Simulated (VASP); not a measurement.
# Si62Ge (a cell with a defect) in VASP: single point with LDA

Aim: the single point of Si62Ge (a cell with a defect) with LDA.

Program: VASP 6.6.1. These are calculated values, not measurements. Logs are shortened: lines on timing, memory, paths and dates and some standing lists are left out, and cuts for length are marked.

**1. The cell of the first run**

The cell holds a defect, 63 atoms: a = 10.860 Å, b = 10.860 Å, c = 10.860 Å, α = 90.00°, β = 90.00°, γ = 90.00°.

**2. Single point, LDA, collinear spin, zero start**

File INCAR:

```
SYSTEM = Si62Ge
ALGO     = Normal         ! electronic algorithm
EDIFF    = 1E-6           ! SCF threshold, eV
ENCUT    = 520            ! plane-wave cutoff, eV
GGA      = CA             ! functional
ISIF     = 2              ! what is computed and relaxed
ISMEAR   = -1             ! smearing method
ISPIN    = 2              ! spin polarisation
LASPH    = .True.         ! aspherical terms in the spheres
LCHARG   = .False.        ! write CHGCAR
LORBIT   = 11             ! projections on sites
LREAL    = Auto         
LWAVE    = .False.        ! write WAVECAR
MAGMOM   = 0 0 0 0 0 0 0 0 0 0 0 0 0 0 0 0 0 0 0 0 0 0 0 0 0 0 0 0 0 0 0 0 0 0 0 0 0 0 0 0 0 0 0 0 0 0 0 0 0 0 0 0 0 0 0 0 0 0 0 0 0 0 0 ! initial moments
NBANDS   = 172            ! bands
NELECT   = 263.0        
NELM     = 150            ! most SCF steps
PREC     = Accurate       ! precision mode
SIGMA    = 0.05           ! smearing width, eV
```

File KPOINTS:

```
k-points
0
Gamma
  1 1 1
  0 0 0
```

File POSCAR:

```
Si62Ge
1.0
   10.8600000000      0.0000000000      0.0000000000
    0.0000000000     10.8600000000      0.0000000000
    0.0000000000      0.0000000000     10.8600000000
Si Ge
62 1
Direct
    0.5093558932      0.0101172192     -0.0049640884
    0.8674302026      0.3680965009      0.1274000921
    0.7534173112      0.0061348987      0.2438949355
    0.8751355433      0.1259710866      0.3747007366
   -0.0004782689      0.0001730203     -0.0003250460
    0.1247363720      0.1249593923      0.1251044199
    0.2492754144      0.2499667587      0.0000720994
    0.3746971455      0.3761750460      0.1238541436
    0.4990730203      0.5005292818     -0.0004464088
    0.6244951197      0.6252233886      0.1249194291
    0.7494476980      0.7498763352     -0.0000581952
    0.8752359116      0.8753971455      0.1240463168
    0.2531549724      0.0015838858      0.2484620626
    0.3810795580      0.1286681400      0.3684905157
    0.5083274401      0.2547194291      0.2409446593
    0.6254180479      0.3758105893      0.3749009208
    0.7497687845      0.5000432781      0.2501804788
    0.8757464088      0.6259253223      0.3753162983
    0.5012669429      0.0019019337      0.4965895948
    0.6245511971      0.1251982505      0.6248769797
    0.7495122468      0.2501617864      0.5002085635
    0.8733434622      0.3739704420      0.6273020258
    0.7497613260     -0.0002614180      0.7499346225
    0.8664162983      0.1223971455      0.8829295580
   -0.0048585635      0.4957184162      0.0022113260
    0.1247449355      0.6246605893      0.1251467772
    0.2514592081      0.7516220074      0.0010272560
    0.3819419890      0.8824616022      0.1213383057
   -0.0005801105      0.2503811234      0.2498744015
    0.1250441068      0.3754346225      0.3760402394
    0.2497246777      0.5001612339      0.2514979742
    0.3758115101      0.6280144567      0.3735326888
    0.5011832413      0.7535639963      0.2482297422
    0.6279530387      0.8792512891      0.3708410681
    0.0007428177     -0.0001176796      0.4993190608
    0.1242471455      0.1252130755      0.6261274401
    0.2509552486      0.2493048803      0.4991579190
    0.3743890424      0.3768036832      0.6236678637
    0.4991610497      0.5014186924      0.4994773481
    0.6254446593      0.6228811234      0.6274108656
    0.7493309392      0.7497414365      0.5005351750
    0.8761124309      0.8750377532      0.6239673112
    0.2496271639     -0.0014827808      0.7498813076
    0.3745801105      0.1261808471      0.8738353591
    0.4989454880      0.2504937385      0.7495458564
    0.6208679558      0.3646638122      0.8853445672
    0.7470000921      0.4926303867      0.7574489871
    0.8732560773      0.6228114180      0.8761797422
    0.0004152855      0.7506761510      0.2505163904
    0.1274367403      0.8762722836      0.3737599448
   -0.0012970534      0.4994005525      0.5016587477
    0.1246458564      0.6250337937      0.6251269797
    0.2496015654      0.7500727440      0.5000448435
    0.3758806630      0.8765725599      0.6220578269
   -0.0057254144      0.2478035912      0.7552313076
    0.1223914365      0.3737058932      0.8763609576
    0.2478446593      0.4990820442      0.7509488029
    0.3740825046      0.6262938306      0.8736046961
    0.4987714549      0.7504214549      0.7489511971
    0.6254318600      0.8750790976      0.8741013812
   -0.0014055249      0.7484208103      0.7507426335
    0.1251169429      0.8740111418      0.8746080110
    0.6855729282      0.1882987109      0.0610310313
```

Potentials or basis: VASP PAW LDA potentials, release 64 (Si, Ge_d).

Launch:

```console
cat potpaw_LDA.64/Si/POTCAR potpaw_LDA.64/Ge_d/POTCAR > POTCAR
mpirun -np 1 vasp_gam > vasp.out
```

OUTCAR:

```text
SYSTEM = Si62Ge
   EDIFF = 1E-6
   ENCUT = 520
   GGA = CA
   ISIF = 2
   ISMEAR = -1
   ISPIN = 2
   LASPH = .True.
   LORBIT = 11
   LREAL = Auto
   NELECT = 263.0
   NELM = 150
   PREC = Accurate

 ion  position               nearest neighbor table
   1  0.509  0.010  0.995-  44 2.34  60 2.34  28 2.39  63 2.81
   2  0.867  0.368  0.127-  29 2.34  17 2.34  25 2.39  63 2.87
   3  0.753  0.006  0.244-   4 2.34  12 2.34  34 2.38  63 2.90
   4  0.875  0.126  0.375-   3 2.34  29 2.34  21 2.35  35 2.36
   5  1.000  0.000  1.000-  24 2.34  12 2.34   6 2.35  62 2.36
   6  0.125  0.125  0.125-   7 2.35  13 2.35   5 2.35  29 2.35
[... 54 lines left out ...]
  61  0.999  0.748  0.751-  52 2.35  42 2.36  62 2.36  48 2.36
  62  0.125  0.874  0.875-  43 2.34  27 2.35  61 2.36   5 2.36
  63  0.686  0.188  0.061-  46 2.79   1 2.81  15 2.84  24 2.85   2 2.87   3 2.90

  LATTYP: Found a simple cubic cell.
 ALAT       =    10.8600000000

  Lattice vectors:

 A1 = (  10.8600000000,   0.0000000000,   0.0000000000)
 A2 = (   0.0000000000,  10.8600000000,   0.0000000000)
 A3 = (   0.0000000000,   0.0000000000,  10.8600000000)

Analysis of symmetry for initial positions (statically):
=====================================================================
 Subroutine PRICEL returns:
 Original cell was already a primitive cell.

 Routine SETGRP: Setting up the symmetry group for a
 simple cubic supercell.

 Subroutine GETGRP returns: Found  1 space group operations
 (whereof  1 operations were pure point group operations)
 out of a pool of 48 trial point group operations.

The static configuration has the point symmetry C_1 .

Analysis of symmetry for dynamics (positions and initial velocities):
=====================================================================
 Subroutine PRICEL returns:
 Original cell was already a primitive cell.

 Routine SETGRP: Setting up the symmetry group for a
 simple cubic supercell.

 Subroutine GETGRP returns: Found  1 space group operations
 (whereof  1 operations were pure point group operations)
 out of a pool of 48 trial point group operations.

The dynamic configuration has the point symmetry C_1 .

Analysis of structural, dynamic, and magnetic symmetry:
=====================================================================
 Subroutine PRICEL returns:
 Original cell was already a primitive cell.

 Routine SETGRP: Setting up the symmetry group for a
 simple cubic supercell.

 Subroutine GETGRP returns: Found  1 space group operations
 (whereof  1 operations were pure point group operations)
 out of a pool of 48 trial point group operations.

The overall configuration has the point symmetry C_1 .

 Subroutine INISYM returns: Found  1 space group operations
 (whereof  1 operations are pure point group operations),
 and found     1 'primitive' translations

----------------------------------------------------------------------------------------

                                     Primitive cell

  volume of cell :    1280.8241

  direct lattice vectors                    reciprocal lattice vectors
    10.860000000  0.000000000  0.000000000     0.092081031  0.000000000  0.000000000
     0.000000000 10.860000000  0.000000000     0.000000000  0.092081031  0.000000000
     0.000000000  0.000000000 10.860000000     0.000000000  0.000000000  0.092081031

  length of vectors
    10.860000000 10.860000000 10.860000000     0.092081031  0.092081031  0.092081031

  position of ions in fractional coordinates (direct lattice)
     0.509355893  0.010117219  0.995035912
     0.867430203  0.368096501  0.127400092
     0.753417311  0.006134899  0.243894936
     0.875135543  0.125971087  0.374700737
     0.999521731  0.000173020  0.999674954
[... 175 lines left out ...]
   NSW    =      0    number of steps for IOM
   IBRION =     -1    ionic relax: 0-MD 1-quasi-New 2-CG
   NFREE  =      0    steps in history (QN), initial steepest desc. (CG)
   ISIF   =      2    stress and relaxation
   ISYM   =      2    0-nonsym 1-usesym 2-fastsym
   POTIM  = 0.5000    time-step for ionic-motion
   TEBEG  =    0.0;   TEEND  =   0.0 temperature during run
   PSTRESS=    0.0 pullay stress
   NELECT =     263.0000    total number of electrons
   NUPDOWN=      -1.0000    fix difference up-down
   EMIN   =  10.00;   EMAX   =-10.00  energy-range for DOS
   EFERMI =   0.00;   METHOD = LEGACY
   ISMEAR =    -1;   SIGMA  =   0.05  broadening in eV -4-tet -1-fermi 0-gaus
   EFERMI_NEDOS =   21; number of points for ismear=-14 and -15
   IALGO  =     38    algorithm
   IMIX   =      4    mixing-type and parameters
     AMIX     =   0.40;   BMIX     =  1.00
     AMIX_MAG =   1.60;   BMIX_MAG =  1.00
  volume/ion in A,a.u.               =      20.33       137.20
  Fermi-wavevector in a.u.,A,eV,Ry     =   0.965822  1.825138 12.691670  0.932811
  Thomas-Fermi vector in A             =   2.095571
   LORBIT       =     11    0 simple, 1 ext, 2 COOP (PROOUT), +10 PAW based schemes
   GGA     = CA    functional components
   LHFCALC =     F    Hartree Fock is set to
   AEXX    =    0.0000 exact exchange contribution
   IVDW    =     0    specifies the selected vdW correction
   LEPSILON=     F    determine dielectric tensor
   LRPA    =     F    only Hartree local field effects (RPA)
 spin polarized calculation
  energy-cutoff  :      520.00
  volume of cell :     1280.82
 maximum number of plane-waves:     17229
 NGX is ok and might be reduce to    84
   NGX = 41   NGY = 41   NGZ = 41

 number of electron     262.0000000 magnetization       0.0000000

 number of electron     262.9999986 magnetization      -0.0003394

 Free energy of the ion-electron system (eV)
  ---------------------------------------------------
  ext. energy  EPLUGINS =         0.00000000
  ---------------------------------------------------
  free energy    TOTEN  =      -358.50764242 eV

  energy without entropy =     -358.25138233  energy(sigma->0) =     -358.37951238

 E-fermi :   6.1088     XC(G=0):  -9.5854

 val. band max:        6.0533237302   @ k =   0.0000   0.0000   0.0000
 cond. band min:       6.1615442265   @ k =   0.0000   0.0000   0.0000
 fundamental gap:      0.1082204962
 Fermi energy:         6.1087608727

 spin component 1

 k-point     1 :       0.0000    0.0000    0.0000
  band No.  band energies     occupation
      1     -18.4767      1.00000
      2     -18.4743      1.00000
      3     -18.4740      1.00000
      4     -18.4421      1.00000
      5     -18.4421      1.00000
      6      -6.2720      1.00000
[... 135 lines left out ...]
    142       6.7460      0.00000
    143       6.7528      0.00000
 Fermi energy:         6.1087608727

 spin component 2

 k-point     1 :       0.0000    0.0000    0.0000
  band No.  band energies     occupation
      1     -18.4767      1.00000
      2     -18.4743      1.00000
      3     -18.4740      1.00000
      4     -18.4421      1.00000
      5     -18.4421      1.00000
      6      -6.2720      1.00000
[... 135 lines left out ...]
    142       6.7460      0.00000
    143       6.7528      0.00000
 [bands above 143 left out]

------------------------ aborting loop because EDIFF is reached ----------------------------------------

  FORCE on cell =-STRESS in cart. coord.  units (eV):
  Direction    XX          YY          ZZ          XY          YZ          ZX
  --------------------------------------------------------------------------------------
  -------------------------------------------------------------------------------------
  Total       -6.0969746     -5.8016454     -5.7970282     -3.2108603      2.7464273      3.2513026
  in kB       -7.6266795     -7.2572534     -7.2514777     -4.0164514      3.4354941      4.0670405
  external PRESSURE =      -7.3784702 kB  Pullay stress =       0.0000000 kB

 VOLUME and BASIS-vectors are now :
 -----------------------------------------------------------------------------
  energy-cutoff  :      520.00
  volume of cell :     1280.82
      direct lattice vectors                 reciprocal lattice vectors
    10.860000000  0.000000000  0.000000000     0.092081031  0.000000000  0.000000000
     0.000000000 10.860000000  0.000000000     0.000000000  0.092081031  0.000000000
     0.000000000  0.000000000 10.860000000     0.000000000  0.000000000  0.092081031

 POSITION                                       TOTAL-FORCE (eV/Angst)
 -----------------------------------------------------------------------------------
      5.53161      0.10987     10.80609         0.000596     -0.003039     -0.010054
      9.42029      3.99753      1.38357         0.008907      0.005366     -0.006301
      8.18211      0.06662      2.64870         0.003414     -0.010501      0.012636
      9.50397      1.36805      4.06925        -0.011105      0.002849     -0.006004
     10.85481      0.00188     10.85647         0.006470      0.001511      0.000857
      1.35464      1.35706      1.35863         0.003849      0.000492     -0.002443
[... 55 lines left out ...]
      1.35877      9.49176      9.49824        -0.010939      0.004014      0.001530
      7.44532      2.04492      0.66280         0.011775      0.015731     -0.017565
 -----------------------------------------------------------------------------------
    total drift:                               -0.017358      0.017048     -0.012439

  FREE ENERGIE OF THE ION-ELECTRON SYSTEM (eV)
  ---------------------------------------------------
  free  energy   TOTEN  =      -358.5076424198 eV

  energy  without entropy=     -358.2513823337  energy(sigma->0) =     -358.37951238

 total charge

# of ion       s       p       d       tot
------------------------------------------
    1        0.774   0.887   0.000   1.660
    2        0.777   0.884   0.000   1.661
    3        0.777   0.886   0.000   1.663
    4        0.749   0.962   0.000   1.711
    5        0.749   0.962   0.000   1.711
    6        0.748   0.964   0.000   1.712
[... 55 lines left out ...]
   62        0.751   0.957   0.000   1.707
   63        1.272   0.927   9.996  12.195
--------------------------------------------------
tot         47.897  59.812   9.996 117.705

 magnetization (x)

# of ion       s       p       d       tot
------------------------------------------
    1       -0.000  -0.000   0.000  -0.000
    2       -0.000  -0.000   0.000  -0.000
    3       -0.000  -0.000   0.000  -0.000
    4       -0.000  -0.000   0.000  -0.000
    5       -0.000  -0.000   0.000  -0.000
    6        0.000   0.000   0.000   0.000
[... 55 lines left out ...]
   62       -0.000  -0.000   0.000  -0.000
   63       -0.000  -0.000  -0.000  -0.000
--------------------------------------------------
tot         -0.000  -0.000  -0.000  -0.000
```

Run time: 9.1 min. Hardware: 1 thread of Intel Xeon Platinum 8259CL at 2.50GHz (Skylake/Cascade Lake), shared host; peak memory 0.88 GiB.

Results:

- Free energy: -358.5076 eV
- Largest force: 0.026 eV/Å
- Net moment: 0.00 μB per cell
- Valence electrons inside the program's atomic spheres: Si 1.66, 1.71, 1.69, 1.70; Ge 12.20

Forces in eV/Å, atoms in the order of the input:
```
Si   0.001 -0.003 -0.010
Si   0.009  0.005 -0.006
Si   0.003 -0.011  0.013
Si  -0.011  0.003 -0.006
Si   0.006  0.002  0.001
Si   0.004  0.000 -0.002
Si   0.009  0.004 -0.003
Si   0.004 -0.005  0.002
Si  -0.002  0.009 -0.003
Si   0.000  0.000  0.001
Si  -0.001  0.004 -0.002
Si  -0.009  0.006 -0.004
Si  -0.003  0.002  0.000
Si   0.002 -0.002 -0.001
Si  -0.002  0.008  0.009
Si  -0.006 -0.011 -0.006
Si  -0.011  0.007  0.007
Si   0.004 -0.008 -0.005
Si   0.003  0.002 -0.001
Si   0.001 -0.003  0.000
Si  -0.002  0.003 -0.003
Si   0.007  0.006  0.005
Si  -0.008 -0.008 -0.007
Si   0.004  0.002 -0.001
Si   0.001 -0.003  0.009
Si   0.000  0.004 -0.009
Si   0.001  0.003  0.010
Si   0.004  0.001  0.002
Si   0.006 -0.002  0.000
Si  -0.012 -0.002 -0.003
Si  -0.007  0.005  0.003
Si   0.004 -0.008 -0.004
Si   0.004 -0.001  0.000
Si  -0.012 -0.003  0.004
Si   0.008 -0.003  0.003
Si  -0.004  0.004 -0.001
Si   0.002 -0.005 -0.004
Si   0.008  0.001  0.003
Si   0.002  0.002  0.007
Si   0.002  0.001 -0.004
Si  -0.005  0.001 -0.002
Si   0.005  0.007  0.006
Si  -0.009  0.000 -0.004
Si   0.004 -0.007  0.004
Si  -0.002  0.002 -0.007
Si  -0.007 -0.010  0.009
Si  -0.002 -0.003  0.003
Si   0.007 -0.006 -0.007
Si   0.008 -0.002  0.006
Si  -0.007 -0.002  0.001
Si   0.002  0.000  0.003
Si   0.008  0.005 -0.008
Si  -0.006 -0.001  0.005
Si   0.005  0.004  0.007
Si   0.000 -0.004  0.002
Si  -0.010  0.004 -0.004
Si  -0.001 -0.003  0.004
Si   0.007 -0.005  0.000
Si   0.004 -0.008 -0.003
Si  -0.009  0.005  0.008
Si   0.000 -0.002  0.001
Si  -0.011  0.004  0.002
Ge   0.012  0.016 -0.018
```

Caveat: the k points lie up to 0.58 Å⁻¹ apart; the cell carries a net charge on a neutralising background, which shifts energy and pressure; the cell is charged against a uniform background, so pressure and absolute levels hang on convention.
